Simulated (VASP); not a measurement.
# InSb3 (Pm-3m) in VASP: further runs

The runs below take InSb3 through single point, with PBE, PBE+U.

All numbers are computed with VASP 6.6.1; they aren't measurements. Logs are shortened: lines on timing, memory, paths and dates and some standing lists are left out, and cuts for length are marked.

### 1 The cell of the first run

It takes space group Pm-3m (No. 221, cubic). Conventional cell: a = 4.870 Å, b = 4.870 Å, c = 4.870 Å, α = 90.00°, β = 90.00°, γ = 90.00°. In (site symmetry m-3m) has 12 Sb at 3.44 Å within 4.5 Å. Within 4.5 Å of Sb (site symmetry 4/mmm) lie 4 In at 3.44 Å and 8 Sb at 3.44 Å.

### 2 Single point, PBE

The input, INCAR:

```
SYSTEM = InSb3
  PREC = Accurate
  ENCUT = 520
  EDIFF = 1E-6
  ISMEAR = 1
  SIGMA = 0.13605693122994
  LREAL = .False.
  LASPH = .True.
  NELM = 60
  ALGO = Normal
  ISIF = 2
  LWAVE = .False.
  LCHARG = .False.
  GGA = PE
  NBANDS = 22
```

The input, KPOINTS:

```
regular mesh
0
Gamma
  4 4 4
  0 0 0
```

The input, POSCAR:

```
InSb3
1.0
    4.8696159243      0.0000000000      0.0000000000
    0.0000000000      4.8696159243      0.0000000000
    0.0000000000      0.0000000000      4.8696159243
In Sb
1 3
Direct
    0.0000000000      0.0000000000      0.0000000000
    0.5000000000      0.0000000000      0.5000000000
    0.0000000000      0.5000000000      0.5000000000
    0.5000000000      0.5000000000      0.0000000000
```

Potentials or basis: VASP PAW PBE potentials, release 64 (In_d, Sb).

On the command line:

```console
cat potpaw_PBE.64/In_d/POTCAR potpaw_PBE.64/Sb/POTCAR > POTCAR
mpirun -np 1 vasp_std > vasp.out
```

OUTCAR:

```text
SYSTEM = InSb3
   PREC = Accurate
   ENCUT = 520
   EDIFF = 1E-6
   ISMEAR = 1
   LREAL = .False.
   LASPH = .True.
   NELM = 60
   ISIF = 2
   GGA = PE

 ion  position               nearest neighbor table
   1  0.000  0.000  0.000-   2 3.44   3 3.44   4 3.44   2 3.44   3 3.44   3 3.44   4 3.44   3 3.44
                             2 3.44   4 3.44   2 3.44   4 3.44
   2  0.500  0.000  0.500-   1 3.44   3 3.44   4 3.44   1 3.44   4 3.44   3 3.44   4 3.44   4 3.44
                             1 3.44   3 3.44   1 3.44   3 3.44
   3  0.000  0.500  0.500-   1 3.44   2 3.44   4 3.44   1 3.44   4 3.44   1 3.44   2 3.44   1 3.44
                             2 3.44   4 3.44   4 3.44   2 3.44
   4  0.500  0.500  0.000-   1 3.44   2 3.44   3 3.44   2 3.44   3 3.44   1 3.44   2 3.44   2 3.44
                             1 3.44   3 3.44   3 3.44   1 3.44

  LATTYP: Found a simple cubic cell.
 ALAT       =     4.8696159243

  Lattice vectors:

 A1 = (   4.8696159243,   0.0000000000,   0.0000000000)
 A2 = (   0.0000000000,   4.8696159243,   0.0000000000)
 A3 = (   0.0000000000,   0.0000000000,   4.8696159243)

Analysis of symmetry for initial positions (statically):
=====================================================================
 Subroutine PRICEL returns:
 Original cell was already a primitive cell.

 Routine SETGRP: Setting up the symmetry group for a
 simple cubic supercell.

 Subroutine GETGRP returns: Found 48 space group operations
 (whereof 48 operations were pure point group operations)
 out of a pool of 48 trial point group operations.

The static configuration has the point symmetry O_h .

Analysis of symmetry for dynamics (positions and initial velocities):
=====================================================================
 Subroutine PRICEL returns:
 Original cell was already a primitive cell.

 Routine SETGRP: Setting up the symmetry group for a
 simple cubic supercell.

 Subroutine GETGRP returns: Found 48 space group operations
 (whereof 48 operations were pure point group operations)
 out of a pool of 48 trial point group operations.

The dynamic configuration has the point symmetry O_h .

 Subroutine INISYM returns: Found 48 space group operations
 (whereof 48 operations are pure point group operations),
 and found     1 'primitive' translations

----------------------------------------------------------------------------------------

                                     Primitive cell

  volume of cell :     115.4740

  direct lattice vectors                    reciprocal lattice vectors
     4.869615924  0.000000000  0.000000000     0.205355004  0.000000000  0.000000000
     0.000000000  4.869615924  0.000000000     0.000000000  0.205355004  0.000000000
     0.000000000  0.000000000  4.869615924     0.000000000  0.000000000  0.205355004

  length of vectors
     4.869615924  4.869615924  4.869615924     0.205355004  0.205355004  0.205355004

  position of ions in fractional coordinates (direct lattice)
     0.000000000  0.000000000  0.000000000
     0.500000000  0.000000000  0.500000000
     0.000000000  0.500000000  0.500000000
     0.500000000  0.500000000  0.000000000

  ion indices of the primitive-cell ions
   primitive index   ion index
                 1           1
                 2           2
                 3           3
                 4           4

----------------------------------------------------------------------------------------

 KPOINTS: regular mesh

Automatic generation of k-mesh.
 Grid dimensions read from file:
 generate k-points for:    4    4    4

 Generating k-lattice:

  Cartesian coordinates                     Fractional coordinates (reciprocal lattice)
     0.051338751  0.000000000  0.000000000     0.250000000  0.000000000  0.000000000
     0.000000000  0.051338751  0.000000000     0.000000000  0.250000000  0.000000000
     0.000000000  0.000000000  0.051338751     0.000000000  0.000000000  0.250000000

  Length of vectors
     0.051338751  0.051338751  0.051338751

  Shift w.r.t. Gamma in fractional coordinates (k-lattice)
     0.000000000  0.000000000  0.000000000

 Subroutine IBZKPT returns following result:
 ===========================================

 Found     10 irreducible k-points:

 Following reciprocal coordinates:
            Coordinates               Weight
  0.000000  0.000000  0.000000      1.000000
  0.250000  0.000000  0.000000      6.000000
  0.500000  0.000000  0.000000      3.000000
  0.250000  0.250000  0.000000     12.000000
  0.500000  0.250000  0.000000     12.000000
  0.500000  0.500000  0.000000      3.000000
  0.250000  0.250000  0.250000      8.000000
  0.500000  0.250000  0.250000     12.000000
  0.500000  0.500000  0.250000      6.000000
  0.500000  0.500000  0.500000      1.000000
   k-points           NKPTS =     10   k-points in BZ     NKDIM =     10   number of bands    NBANDS=     22
   number of dos      NEDOS =    301   number of ions     NIONS =      4
   total plane-waves  NPLWV =  46656
   dimension x,y,z NGX =    36 NGY =   36 NGZ =   36
   dimension x,y,z NGXF=    72 NGYF=   72 NGZF=   72
   ions per type =               1   3
   NGX,Y,Z   is equivalent  to a cutoff of  12.29, 12.29, 12.29 a.u.
   NGXF,Y,Z  is equivalent  to a cutoff of  24.58, 24.58, 24.58 a.u.
 SYSTEM =  InSb3
   PREC   = accura    normal or accurate (medium, high low for compatibility)
   ISTART =      0    job   : 0-new  1-cont  2-samecut
   ICHARG =      2    charge: 1-file 2-atom 10-const
   ISPIN  =      1    spin polarized calculation?
   LNONCOLLINEAR =      F non collinear calculations
   LSORBIT =      F    spin-orbit coupling
   LASPH  =      T    aspherical Exc in radial PAW
   ENCUT  =  520.0 eV  38.22 Ry    6.18 a.u.   9.05  9.05  9.05*2*pi/ulx,y,z
   NELM   =     60;   NELMIN=  2; NELMDL= -5     # of ELM steps
   EDIFF  = 0.1E-05   stopping-criterion for ELM
   LREAL  =      F    real-space projection
   EDIFFG = 0.1E-04   stopping-criterion for IOM
   NSW    =      0    number of steps for IOM
   IBRION =     -1    ionic relax: 0-MD 1-quasi-New 2-CG
   NFREE  =      0    steps in history (QN), initial steepest desc. (CG)
   ISIF   =      2    stress and relaxation
   ISYM   =      2    0-nonsym 1-usesym 2-fastsym
   POTIM  = 0.5000    time-step for ionic-motion
   TEBEG  =    0.0;   TEEND  =   0.0 temperature during run
   PSTRESS=    0.0 pullay stress
   NELECT =      28.0000    total number of electrons
   NUPDOWN=      -1.0000    fix difference up-down
   EMIN   =  10.00;   EMAX   =-10.00  energy-range for DOS
   EFERMI =   0.00;   METHOD = LEGACY
   ISMEAR =     1;   SIGMA  =   0.14  broadening in eV -4-tet -1-fermi 0-gaus
   EFERMI_NEDOS =   21; number of points for ismear=-14 and -15
   IALGO  =     38    algorithm
   IMIX   =      4    mixing-type and parameters
     AMIX     =   0.40;   BMIX     =  1.00
     AMIX_MAG =   1.60;   BMIX_MAG =  1.00
  volume/ion in A,a.u.               =      28.87       194.81
  Fermi-wavevector in a.u.,A,eV,Ry     =   1.020860  1.929145 14.179378  1.042155
  Thomas-Fermi vector in A             =   2.154453
   LORBIT       =      0    0 simple, 1 ext, 2 COOP (PROOUT), +10 PAW based schemes
   GGA     = PE    functional components
   LHFCALC =     F    Hartree Fock is set to
   AEXX    =    0.0000 exact exchange contribution
   IVDW    =     0    specifies the selected vdW correction
   LEPSILON=     F    determine dielectric tensor
   LRPA    =     F    only Hartree local field effects (RPA)
 non-spin polarized calculation
 Methfessel and Paxton  Order N= 1 SIGMA  =   0.14
  energy-cutoff  :      520.00
  volume of cell :      115.47
 maximum number of plane-waves:      3136
   NGX = 19   NGY = 19   NGZ = 19

 number of electron      27.9999987 magnetization

 Free energy of the ion-electron system (eV)
  ---------------------------------------------------
  ext. energy  EPLUGINS =         0.00000000
  ---------------------------------------------------
  free energy    TOTEN  =       -14.22524240 eV

  energy without entropy =      -14.22740348  energy(sigma->0) =      -14.22596276

 E-fermi :   7.1114     XC(G=0):  -9.8881

 val. band max:        6.9952075214   @ k =   0.5000   0.2500   0.0000
 cond. band min:       7.1238015103   @ k =   0.5000   0.2500   0.2500
 fundamental gap:      0.1285939888
 Fermi energy:         7.1113596546

 k-point     1 :       0.0000    0.0000    0.0000
  band No.  band energies     occupation
      1      -7.2186      2.00000
      2      -7.2186      2.00000
      3      -7.2063      2.00000
      4      -7.2063      2.00000
      5      -7.2063      2.00000
      6      -4.5250      2.00000
[... 14 lines left out ...]
     21      12.1747      0.00000
     22      12.5214      0.00000

 k-point     2 :       0.2500    0.0000    0.0000
  band No.  band energies     occupation
      1      -7.2164      2.00000
      2      -7.2120      2.00000
      3      -7.2108      2.00000
      4      -7.2108      2.00000
      5      -7.2062      2.00000
      6      -4.1659      2.00000
[... 14 lines left out ...]
     21      12.4717      0.00000
     22      12.7447      0.00000

 k-point     3 :       0.5000    0.0000    0.0000
  band No.  band energies     occupation
      1      -7.2153      2.00000
      2      -7.2153      2.00000
      3      -7.2142      2.00000
      4      -7.2060      2.00000
      5      -7.2054      2.00000
      6      -3.4084      2.00000
[... 14 lines left out ...]
     21      11.2830      0.00000
     22      13.4032      0.00000

 k-point     4 :       0.2500    0.2500    0.0000
  band No.  band energies     occupation
      1      -7.2183      2.00000
      2      -7.2123      2.00000
      3      -7.2107      2.00000
      4      -7.2103      2.00000
      5      -7.2068      2.00000
      6      -3.8087      2.00000
[... 14 lines left out ...]
     21      12.9413      0.00000
     22      13.4113      0.00000

 k-point     5 :       0.5000    0.2500    0.0000
  band No.  band energies     occupation
      1      -7.2252      2.00000
      2      -7.2148      2.00000
      3      -7.2102      2.00000
      4      -7.2101      2.00000
      5      -7.2003      2.00000
      6      -3.0458      2.00000
[... 14 lines left out ...]
     21      11.7715      0.00000
     22      15.2965      0.00000

 k-point     6 :       0.5000    0.5000    0.0000
  band No.  band energies     occupation
      1      -7.2348      2.00000
      2      -7.2144      2.00000
      3      -7.2144      2.00000
      4      -7.2074      2.00000
      5      -7.1937      2.00000
      6      -2.0506      2.00000
[... 14 lines left out ...]
     21      12.4710      0.00000
     22      14.6934      0.00000

 k-point     7 :       0.2500    0.2500    0.2500
  band No.  band energies     occupation
      1      -7.2185      2.00000
      2      -7.2170      2.00000
      3      -7.2170      2.00000
      4      -7.2050      2.00000
      5      -7.2050      2.00000
      6      -3.4580      2.00000
[... 14 lines left out ...]
     21      12.8440      0.00000
     22      13.3342      0.00000

 k-point     8 :       0.5000    0.2500    0.2500
  band No.  band energies     occupation
      1      -7.2250      2.00000
      2      -7.2233      2.00000
      3      -7.2168      2.00000
      4      -7.2036      2.00000
      5      -7.1978      2.00000
      6      -2.7072      2.00000
[... 14 lines left out ...]
     21      12.1941      0.00000
     22      14.5127      0.00000

 k-point     9 :       0.5000    0.5000    0.2500
  band No.  band energies     occupation
      1      -7.2333      2.00000
      2      -7.2231      2.00000
      3      -7.2231      2.00000
      4      -7.1998      2.00000
      5      -7.1929      2.00000
      6      -1.8302      2.00000
[... 14 lines left out ...]
     21      12.7979      0.00000
     22      15.1032      0.00000

 k-point    10 :       0.5000    0.5000    0.5000
  band No.  band energies     occupation
      1      -7.2317      2.00000
      2      -7.2317      2.00000
      3      -7.2317      2.00000
      4      -7.1922      2.00000
      5      -7.1922      2.00000
      6      -1.5470      2.00000
[... 14 lines left out ...]
     21      13.5237      0.00000
     22      15.4595      0.00000

------------------------ aborting loop because EDIFF is reached ----------------------------------------

  FORCE on cell =-STRESS in cart. coord.  units (eV):
  Direction    XX          YY          ZZ          XY          YZ          ZX
  --------------------------------------------------------------------------------------
  -------------------------------------------------------------------------------------
  Total       -1.1866213     -1.1866213     -1.1866213     -0.0000000     -0.0000000      0.0000000
  in kB      -16.4641221    -16.4641221    -16.4641221     -0.0000000     -0.0000000      0.0000000
  external PRESSURE =     -16.4641221 kB  Pullay stress =       0.0000000 kB

 VOLUME and BASIS-vectors are now :
 -----------------------------------------------------------------------------
  energy-cutoff  :      520.00
  volume of cell :      115.47
      direct lattice vectors                 reciprocal lattice vectors
     4.869615924  0.000000000  0.000000000     0.205355004  0.000000000  0.000000000
     0.000000000  4.869615924  0.000000000     0.000000000  0.205355004  0.000000000
     0.000000000  0.000000000  4.869615924     0.000000000  0.000000000  0.205355004

 POSITION                                       TOTAL-FORCE (eV/Angst)
 -----------------------------------------------------------------------------------
      0.00000      0.00000      0.00000         0.000000      0.000000      0.000000
      2.43481      0.00000      2.43481         0.000000      0.000000      0.000000
      0.00000      2.43481      2.43481         0.000000      0.000000      0.000000
      2.43481      2.43481      0.00000         0.000000      0.000000      0.000000
 -----------------------------------------------------------------------------------
    total drift:                                0.000000     -0.000000     -0.000000

  FREE ENERGIE OF THE ION-ELECTRON SYSTEM (eV)
  ---------------------------------------------------
  free  energy   TOTEN  =       -14.2252423976 eV

  energy  without entropy=      -14.2274034823  energy(sigma->0) =      -14.22596276
```

It took 14 s on 1 thread of Intel Xeon 6455B, shared host; peak memory 0.21 GiB.

Results:

* Free energy: -14.2252 eV
* Pressure: -1.6 GPa
* Band gap on the k mesh: zero (bands 14 and 15 overlap by 4.35 eV)

Levels at points of the mesh, in eV from the Fermi level:
| k point | band 10 | band 11 | band 12 | band 13 | band 14 | band 15 | band 16 | band 17 | band 18 | band 19 |
| --- | --- | --- | --- | --- | --- | --- | --- | --- | --- | --- |
| (0.00, 0.00, 0.00) | -3.84 | -3.84 | -3.36 | 0.70 | 0.70 | 0.70 | 1.93 | 1.93 | 1.93 | 4.93 |
| (0.50, 0.00, 0.00) | -2.52 | -2.52 | -1.72 | -1.72 | -0.77 | -0.54 | 2.06 | 2.32 | 2.32 | 2.54 |
| (0.50, 0.50, 0.00) | -2.20 | -1.34 | -1.34 | -1.03 | -0.79 | -0.79 | -0.27 | 1.35 | 3.35 | 3.56 |
| (0.50, 0.50, 0.50) | -4.49 | -4.49 | -4.49 | -4.47 | 3.56 | 3.56 | 3.65 | 3.65 | 3.65 | 6.41 |

Caveat: spin-orbit coupling is left out, which moves the levels of the heavy elements.

[end of part 1 of 2]
